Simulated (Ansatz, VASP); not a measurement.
One calculation of MnSi, two programs

INCAR

```
SYSTEM = MnSi
PREC     = Accurate       ! precision mode
ENCUT    = 520            ! plane-wave cutoff, eV
EDIFF    = 1E-6           ! SCF threshold, eV
ISMEAR   = -1             ! smearing method
SIGMA    = 0.05           ! smearing width, eV
LREAL    = .False.        ! projectors in reciprocal space
LASPH    = .True.         ! aspherical terms in the spheres
NELM     = 150            ! most SCF steps
ALGO     = Normal         ! electronic algorithm
ISIF     = 2              ! what is computed and relaxed
LWAVE    = .False.        ! write WAVECAR
LCHARG   = .False.        ! write CHGCAR
ISPIN    = 2              ! spin polarisation
MAGMOM   = 4 0            ! initial moments
LORBIT   = 11             ! projections on sites
LMAXMIX  = 4              ! l up to which the mixer works
GGA      = PE             ! functional
NBANDS   = 20             ! bands
```

The input KPOINTS:

```
regular mesh
0
Gamma
  9 9 9
  0 0 0
```

POSCAR

```
MnSi
1.0
    3.0306596745      0.0000000000      0.0000000000
    0.0000000000      3.0306596745      0.0000000000
    0.0000000000      0.0000000000      3.0306596745
Mn Si
1 1
Direct
    0.0000000000      0.0000000000      0.0000000000
    0.5000000000      0.5000000000      0.5000000000
```

input.yaml

```yaml
crystal:
  lattice:
    - [3.0306596745, 0.0, 0.0]
    - [0.0, 3.0306596745, 0.0]
    - [0.0, 0.0, 3.0306596745]
  atoms:
    - { symbol: Mn, position: [0.0, 0.0, 0.0], spin: 4.0 }
    - { symbol: Si, position: [0.5, 0.5, 0.5] }
kpoints:
  mp_grid: { grid: [9, 9, 9] }
scf:
  occupations: { method: fermi_dirac, width: 0.05 }
hamiltonian:
  xc: pbe
  pseudopotentials: { kind: all_electron, lapw: { basis_error: 0.0005 } }
magnetization:
  spin_polarized: true
output:
  forces: true
  stress: true
  eigenvalues: true
```

Change from the starting cell: volume scaled by 0.96.

Alike in both runs: task single point; functional PBE; k mesh 9 × 9 × 9; occupations fermi-dirac, width 0.05 eV; collinear spin.

|  | VASP | Ansatz |
| --- | --- | --- |
| version | VASP 6.6.1 | Ansatz 0.2.0 |
| potentials or method | VASP PAW PBE potentials, release 64 (Mn_pv, Si), cutoff 520 eV | all-electron LAPW, scalar-relativistic |

```csv
,VASP,Ansatz,Ansatz less VASP
gap on the k mesh at the Fermi level (eV),none,none,-
pressure (GPa),-29.0,-29.0,+0.02
net moment per atom (μB),0.45,0.45,0.000
size of the moment on the site where the two differ most (μB),1.01,1.03,+0.020
```

Site moments also hang on the region over which each program counts them. A gap of «none» marks a metal or a gap that the smearing closes. Both programs put the cell under strong tension, so it lies far from rest at this level. Ansatz ran all-electron here, and VASP with PAW potentials.
